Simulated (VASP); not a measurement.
A run of VASP 6.6.1:

File POSCAR:

```
PbS
1.0
    2.1207464379     -6.1088031065      0.0000000000
    2.1207464379      6.1088031065      0.0000000000
    0.0000000000      0.0000000000      4.3632505017
Pb S
2 2
Direct
    0.1305633500      0.8694366500      0.2500000000
    0.8694366500      0.1305633500      0.7500000000
    0.3547970900      0.6452029100      0.2500000000
    0.6452029100      0.3547970900      0.7500000000
```

INCAR.step1

```
SYSTEM = PbS
PREC     = Accurate       ! precision mode
ENCUT    = 520            ! plane-wave cutoff, eV
ISMEAR   = -1             ! smearing method
SIGMA    = 0.05           ! smearing width, eV
LREAL    = .False.        ! projectors in reciprocal space
LASPH    = .True.         ! aspherical terms in the spheres
NELM     = 80             ! most SCF steps
NBANDS   = 28             ! bands
GGA      = PE             ! functional
ALGO     = Normal         ! electronic algorithm
EDIFF    = 1E-4           ! SCF threshold, eV
LWAVE    = .True.         ! write WAVECAR
LCHARG   = .False.        ! write CHGCAR
```

INCAR.step2

```
SYSTEM = PbS
PREC     = Accurate       ! precision mode
ENCUT    = 520            ! plane-wave cutoff, eV
EDIFF    = 1E-7           ! SCF threshold, eV
ISMEAR   = -1             ! smearing method
SIGMA    = 0.05           ! smearing width, eV
LREAL    = .False.        ! projectors in reciprocal space
LASPH    = .True.         ! aspherical terms in the spheres
NELM     = 80             ! most SCF steps
ALGO     = Normal         ! electronic algorithm
ISIF     = 2              ! what is computed and relaxed
LWAVE    = .False.        ! write WAVECAR
LCHARG   = .False.        ! write CHGCAR
METAGGA  = R2SCAN         ! meta-GGA
LMIXTAU  = .True.       
IVDW     = 12             ! dispersion correction
NBANDS   = 28             ! bands
VDW_S6   = 1.0          
VDW_S8   = 0.78981345   
VDW_A1   = 0.49484001   
VDW_A2   = 5.73083694   
ISTART   = 1
```

KPOINTS

```
Automatic mesh
0
Gamma
  7 7 6
  0 0 0
```

Potentials or basis: VASP PAW PBE potentials, release 64 (Pb_d, S).

Command:

```sh
$ cat potpaw_PBE.64/Pb_d/POTCAR potpaw_PBE.64/S/POTCAR > POTCAR
$ cp INCAR.step1 INCAR
$ mpirun -np 1 vasp_std > vasp.out
$ cp INCAR.step2 INCAR
$ mpirun -np 1 vasp_std > vasp.out
```

Hardware: 1 thread of Intel(R) Xeon(R) Platinum 8488C (Sapphire Rapids), on a shared host.

Question: How long does it take, and how much memory?

Answer: It took 9.9 min on 1 thread of Intel(R) Xeon(R) Platinum 8488C (Sapphire Rapids), with other jobs on the host, peak memory 0.39 GiB. Counts: k points 64.
